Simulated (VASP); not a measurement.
Runs of VASP 6.6.1 on Tl. The structure is that of space group Fm-3m (No. 225), or close to it. The cells are those of the table. 

```tsv
task	cell	gap on the mesh (eV)	pressure (GPa)
single point	a = 3.020 Å, angles 60.0°, 1 atom	none	(b)
electric field gradients	a = 3.082 Å, angles 60.0°, 1 atom	none	33.7
electric field gradients	a = 3.102 Å, angles 60.0°, 1 atom	none	(a)
electric field gradients	a = 3.062 Å, angles 60.0°, 1 atom	none	37.4
single point	a = 3.041 Å, angles 60.0°, 1 atom	none	41.4
```

Alike in all rows: level PBE; potentials or basis VASP PAW PBE potentials, release 64 (Tl_d); no spin polarisation; k mesh 16 × 16 × 16; cutoff (eV) 520; smearing fermi-dirac 0.05 eV.

Fill in the values left out.

(a) 30.4; (b) 45.9.

Caveats: spin-orbit coupling is left out, which moves the levels of the heavy elements.

A k mesh can miss the band edges, and the runs leave out spin-orbit coupling on Tl.

A gap of «none» marks levels without a gap at the run's occupations.
